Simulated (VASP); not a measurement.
# K3LaTe2O9 (P6_3/mmc) in VASP: notebook, part 2 of 3

VASP 6.6.1.

### 3 Electric field gradients, PBE

The input, INCAR:

```
PREC = Accurate
ENCUT = 520
EDIFF = 1E-8
ISMEAR = -1
SIGMA = 0.02
LREAL = Auto
LASPH = T
NELM = 100
ALGO = Normal
ISIF = 2
LWAVE = F
LCHARG = F
GGA = PE
LEFG = T
NBANDS = 125
```

The input, KPOINTS:

```
Automatic mesh
0
Gamma
  4 4 2
```

The input, POSCAR:

```
K3LaTe2O9
1.0
    6.0589000000      0.0000000000      0.0000000000
   -3.0294500000      5.2471613190      0.0000000000
    0.0000000000      0.0000000000     15.0240000000
K La Te O
6 2 4 18
Direct
    0.0000000000      0.0000000000      0.7500000000
    0.0000000000      0.0000000000      0.2500000000
    0.3333333333      0.6666666667      0.6165600000
    0.6666666667      0.3333333333      0.1165600000
    0.3333333333      0.6666666667      0.8834400000
    0.6666666667      0.3333333333      0.3834400000
    0.0000000000      0.0000000000      0.5000000000
    0.0000000000      0.0000000000      0.0000000000
    0.6666666667      0.3333333333      0.6559300000
    0.3333333333      0.6666666667      0.1559300000
    0.6666666667      0.3333333333      0.8440700000
    0.3333333333      0.6666666667      0.3440700000
    0.9408000000      0.4704000000      0.7500000000
    0.4704000000      0.9408000000      0.2500000000
    0.5296000000      0.4704000000      0.7500000000
    0.0592000000      0.5296000000      0.2500000000
    0.5296000000      0.0592000000      0.7500000000
    0.4704000000      0.5296000000      0.2500000000
    0.3588000000      0.1794000000      0.5945000000
    0.1794000000      0.3588000000      0.0945000000
    0.8206000000      0.1794000000      0.5945000000
    0.6412000000      0.8206000000      0.0945000000
    0.8206000000      0.6412000000      0.5945000000
    0.1794000000      0.8206000000      0.0945000000
    0.8206000000      0.6412000000      0.9055000000
    0.6412000000      0.8206000000      0.4055000000
    0.8206000000      0.1794000000      0.9055000000
    0.1794000000      0.3588000000      0.4055000000
    0.3588000000      0.1794000000      0.9055000000
    0.1794000000      0.8206000000      0.4055000000
```

Potentials or basis: VASP PAW PBE potentials, release 64 (K_sv, La, Te, O).

Run with:

```bash
> cat potpaw_PBE.64/K_sv/POTCAR potpaw_PBE.64/La/POTCAR potpaw_PBE.64/Te/POTCAR potpaw_PBE.64/O/POTCAR > POTCAR
> mpirun -np 1 vasp_std > vasp.out
```

OUTCAR:

```text
PREC = Accurate
   ENCUT = 520
   EDIFF = 1E-8
   ISMEAR = -1
   LREAL = Auto
   LASPH = T
   NELM = 100
   ISIF = 2
   GGA = PE

 ion  position               nearest neighbor table
   1  0.000  0.000  0.750-
   2  0.000  0.000  0.250-
   3  0.333  0.667  0.617-  13 2.87  17 2.87  15 2.87   9 3.55   9 3.55   9 3.55
   4  0.667  0.333  0.117-  16 2.87  14 2.87  18 2.87  10 3.55  10 3.55  10 3.55
   5  0.333  0.667  0.883-  13 2.87  17 2.87  15 2.87  11 3.55  11 3.55  11 3.55
   6  0.667  0.333  0.383-  16 2.87  14 2.87  18 2.87  12 3.55  12 3.55  12 3.55
   7  0.000  0.000  0.500-  19 2.36  21 2.36  26 2.36  30 2.36  28 2.36  23 2.36
   8  0.000  0.000  0.000-  22 2.36  24 2.36  27 2.36  29 2.36  20 2.36  25 2.36
   9  0.667  0.333  0.656-  21 1.86  19 1.86  23 1.86  13 2.02  17 2.02  15 2.02  11 2.83   3 3.55
                             3 3.55   3 3.55
  10  0.333  0.667  0.156-  24 1.86  22 1.86  20 1.86  16 2.02  14 2.02  18 2.02  12 2.83   4 3.55
                             4 3.55   4 3.55
  11  0.667  0.333  0.844-  27 1.86  29 1.86  25 1.86  13 2.02  17 2.02  15 2.02   9 2.83   5 3.55
                             5 3.55   5 3.55
  12  0.333  0.667  0.344-  30 1.86  26 1.86  28 1.86  16 2.02  14 2.02  18 2.02  10 2.83   6 3.55
                             6 3.55   6 3.55
  13  0.941  0.470  0.750-   9 2.02  11 2.02   3 2.87   5 2.87
  14  0.470  0.941  0.250-  10 2.02  12 2.02   4 2.87   6 2.87
  15  0.530  0.470  0.750-   9 2.02  11 2.02   3 2.87   5 2.87
  16  0.059  0.530  0.250-  10 2.02  12 2.02   4 2.87   6 2.87
[... 1262 lines left out ...]
 ion       V_xx      V_yy      V_zz      V_xy      V_xz      V_yz
---------------------------------------------------------------------
   1      -2.139    -2.138     4.277     0.000    -0.000     0.000
   2      -2.139    -2.138     4.277     0.000     0.000     0.000
   3      -2.986    -2.986     5.972     0.000     0.000    -0.000
   4      -2.986    -2.986     5.972     0.000    -0.000     0.000
   5      -2.986    -2.986     5.972     0.000    -0.000     0.000
   6      -2.986    -2.986     5.972     0.000     0.000    -0.000
[... 22 lines left out ...]
  29      40.503   -22.629   -17.874    54.674   -67.393   -38.909
  30      40.503   -22.628   -17.875   -54.673   -67.393    38.909
---------------------------------------------------------------------

 Electric field gradients after diagonalization (V/A^2)
 (convention: |V_zz| > |V_xx| > |V_yy|)
----------------------------------------------------------------------
 ion       V_xx      V_yy      V_zz     asymmetry (V_yy - V_xx)/ V_zz
----------------------------------------------------------------------
   1      -2.139    -2.138     4.277       0.000
   2      -2.139    -2.138     4.277       0.000
   3      -2.986    -2.986     5.972       0.000
   4      -2.986    -2.986     5.972       0.000
   5      -2.986    -2.986     5.972       0.000
   6      -2.986    -2.986     5.972       0.000
[... 22 lines left out ...]
  29     -62.781   -54.195   116.977       0.073
  30     -62.782   -54.194   116.976       0.073
----------------------------------------------------------------------

           NMR quadrupolar parameters

 Cq : quadrupolar parameter    Cq=e*Q*V_zz/h
 eta: asymmetry parameters     (V_yy - V_xx)/ V_zz
 Q  : nuclear electric quadrupole moment in mb (millibarn)
----------------------------------------------------------------------
 ion       Cq(MHz)       eta       Q (mb)
----------------------------------------------------------------------
   1       0.010       0.000       1.000
   2       0.010       0.000       1.000
   3       0.014       0.000       1.000
   4       0.014       0.000       1.000
   5       0.014       0.000       1.000
   6       0.014       0.000       1.000
[... 22 lines left out ...]
  29       0.283       0.073       1.000
  30       0.283       0.073       1.000
----------------------------------------------------------------------
```

OSZICAR:

```text
N       E                     dE             d eps       ncg     rms          rms(c)
DAV:   1     0.317074073507E+04    0.31707E+04   -0.86260E+04  2138   0.194E+03
DAV:   2     0.561444455737E+03   -0.26093E+04   -0.24288E+04  2280   0.564E+02
DAV:   3    -0.950824750049E+02   -0.65653E+03   -0.56827E+03  2552   0.241E+02
[... 12 lines left out ...]
DAV:  16    -0.171003759888E+03   -0.11523E-05   -0.78026E-06  2824   0.989E-03    0.204E-03
DAV:  17    -0.171003760110E+03   -0.22268E-06   -0.12394E-06  3296   0.390E-03    0.161E-03
DAV:  18    -0.171003760146E+03   -0.35834E-07   -0.37526E-07  3576   0.208E-03    0.485E-04
DAV:  19    -0.171003760125E+03    0.21189E-07   -0.58319E-08  2320   0.827E-04    0.220E-04
DAV:  20    -0.171003760116E+03    0.89603E-08   -0.35648E-09  1504   0.338E-04
   1 F= -.17100376E+03 E0= -.17100376E+03  d E =-.309155E-10
```

Run time: 25 min. Hardware: 1 thread of Intel Xeon Platinum 8259CL at 2.50GHz (Skylake/Cascade Lake), shared host; peak memory 0.76 GiB.

What came out:

- Free energy: -171.0038 eV
- Pressure: 5.6 GPa
- Largest force: 0.904 eV/Å
- Band gap on the k mesh: 3.06 eV, direct

Forces on the atoms (eV/Å):
```
K    0.000  0.000  0.000
K    0.000  0.000  0.000
K    0.000  0.000 -0.034
K    0.000  0.000 -0.034
K    0.000  0.000  0.034
K    0.000  0.000  0.034
La   0.000  0.000  0.000
La   0.000  0.000  0.000
Te   0.000  0.000  0.243
Te   0.000  0.000  0.243
Te   0.000  0.000 -0.243
Te   0.000  0.000 -0.243
O    0.783  0.452  0.000
O    0.000  0.904  0.000
O   -0.783  0.452  0.000
O   -0.783 -0.452  0.000
O    0.000 -0.904  0.000
O    0.783 -0.452  0.000
O   -0.609 -0.352 -0.443
O    0.000 -0.703 -0.443
O    0.609 -0.352 -0.443
O    0.609  0.352 -0.443
O    0.000  0.703 -0.443
O   -0.609  0.352 -0.443
O    0.000  0.703  0.443
O    0.609  0.352  0.443
O    0.609 -0.352  0.443
O    0.000 -0.703  0.443
O   -0.609 -0.352  0.443
O   -0.609  0.352  0.443
```

Levels at points of the mesh, in eV from the valence-band top:
```
           k point  band 101  band 102  band 103  band 104  band 105  band 106  band 107  band 108
(0.00, 0.00, 0.00)     -0.42     -0.42     -0.08      0.00      3.06      3.73      4.09      4.30
(0.50, 0.00, 0.00)     -0.56     -0.56     -0.21     -0.18      3.30      3.83      3.89      4.23
(0.00, 0.00, 0.50)     -0.43     -0.43     -0.04     -0.04      3.34      3.34      4.23      4.23
(0.50, 0.00, 0.50)     -0.53     -0.53     -0.20     -0.20      3.49      3.49      4.14      4.14
```

Electric field gradients, principal values (V/Å²):
```
 atom    least   middle  greatest (by size)
  1 K   -2.138   -2.139               4.277
  2 K   -2.138   -2.139               4.277
  3 K   -2.986   -2.986               5.972
  4 K   -2.986   -2.986               5.972
  5 K   -2.986   -2.986               5.972
  6 K   -2.986   -2.986               5.972
 7 La   11.665   11.666             -23.331
 8 La   11.665   11.666             -23.331
 9 Te  -12.686  -12.686              25.372
10 Te  -12.686  -12.686              25.372
11 Te  -12.686  -12.686              25.372
12 Te  -12.686  -12.686              25.372
 13 O   19.779   94.112            -113.890
 14 O   19.779   94.112            -113.890
 15 O   19.776   94.111            -113.887
 16 O   19.779   94.112            -113.890
 17 O   19.779   94.112            -113.890
 18 O   19.776   94.111            -113.887
 19 O  -54.195  -62.781             116.977
 20 O  -54.195  -62.781             116.977
 21 O  -54.194  -62.782             116.976
 22 O  -54.195  -62.781             116.977
 23 O  -54.195  -62.781             116.977
 24 O  -54.194  -62.782             116.976
 25 O  -54.195  -62.781             116.977
 26 O  -54.195  -62.781             116.977
 27 O  -54.194  -62.782             116.976
 28 O  -54.195  -62.781             116.977
 29 O  -54.195  -62.781             116.977
 30 O  -54.194  -62.782             116.976
```

Caveat: without QUAD_EFG the Cq values of the log hold for a quadrupole moment of 1 mb, not for the nuclei; spin-orbit coupling is left out, which moves the levels of the heavy elements.

(Part 2 of 3 ends here.)
